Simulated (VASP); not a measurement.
Runs of VASP 6.6.1 on GaC3. The structure is that of space group Pm-3m (No. 221), or close to it. The cells are those of the table. 

| cell | gap on the mesh (eV) | pressure (GPa) |
| --- | --- | --- |
| a = 3.405 Å, 4 atoms | none | (a) |
| a = 3.377 Å, 4 atoms | none | -7.7 |
| a = 3.348 Å, 4 atoms | none | -4.2 |
| a = 3.319 Å, 4 atoms | none | -0.2 |

Alike in all rows: task single point; level r2SCAN; potentials or basis VASP PAW PBE potentials, release 64 (Ga_d, C); no spin polarisation; k mesh 7 × 7 × 7; cutoff (eV) 520; smearing fermi-dirac 0.1 eV.

**Question.** Estimate the missing entries.

**Answer.** (a) -10.7.

Caveats: the PAW data sets were made with another functional, which shifts forces and pressure a little.

A k mesh can miss the band edges, and the runs leave out spin-orbit coupling on Ga.

A gap of «none» marks levels without a gap at the run's occupations.
